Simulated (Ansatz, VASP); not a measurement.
## In: VASP beside Ansatz

Contents of POSCAR:

```
In
1.0
    3.3901748022      0.0000000000      0.0000000000
   -1.6950868929      2.9359777622      0.0000000000
    0.0000000000      0.0000000000      5.5994728744
In
2
Direct
    0.3333333333      0.6666666667      0.2500000000
    0.6666666667      0.3333333333      0.7500000000
```

INCAR.step1

```
SYSTEM = In
  PREC = Accurate
  ENCUT = 520
  ISMEAR = -1
  SIGMA = 0.1
  LREAL = .FALSE.
  LASPH = .TRUE.
  NELM = 80
  NBANDS = 20
  GGA = PE
  ALGO = Normal
  EDIFF = 1E-4
  LWAVE = .TRUE.
  LCHARG = .FALSE.
```

INCAR.step2

```
SYSTEM = In
  PREC = Accurate
  ENCUT = 520
  EDIFF = 1E-6
  ISMEAR = -1
  SIGMA = 0.1
  LREAL = .FALSE.
  LASPH = .TRUE.
  NELM = 80
  ALGO = Normal
  ISIF = 2
  LWAVE = .FALSE.
  LCHARG = .FALSE.
  METAGGA = R2SCAN
  LMIXTAU = .TRUE.
  NBANDS = 20
  ISTART = 1
```

Contents of KPOINTS:

```
Automatic mesh
0
G
  8 8 4
  0 0 0
```

Input for Ansatz:

```yaml
crystal:
  lattice:
    - [3.3901748022105913, 0.0, 0.0]
    - [-1.6950868929071174, 2.9359777622407384, 0.0]
    - [0.0, 0.0, 5.5994728743720525]
  atoms:
    - { symbol: In, position: [0.3333333333333333, 0.6666666666666666, 0.25] }
    - { symbol: In, position: [0.6666666666666666, 0.3333333333333333, 0.75] }
basis:
  ecutwfc: 625.861883657724
kpoints:
  mp_grid:
    grid: [8, 8, 4]
hamiltonian:
  xc: r2scan
scf:
  occupations:
    method: fermi_dirac
    width: 0.1
output:
  stress: true
```

Alike in both runs: task single point; functional r2SCAN; k mesh 8 × 8 × 4; occupations fermi-dirac, width 0.1 eV; no spin polarisation.

|  | VASP | Ansatz |
| --- | --- | --- |
| version | VASP 6.6.1 | Ansatz 0.2.0 |
| potentials or method | VASP PAW PBE potentials, release 64 (In_d), cutoff 520 eV | plane waves, PAW |
| valence electrons in the cell | 26 | 26 |

```tsv
	VASP	Ansatz	Ansatz less VASP
pressure (GPa)	-1.8	-1.8	+0.06
traceless stress, the component that is largest in VASP (GPa)	1.10	1.10	0.000
```

VASP's potentials were made for PBE, not for r2SCAN. The functional is the same, so the differences come from potentials, cutoffs and numerics.
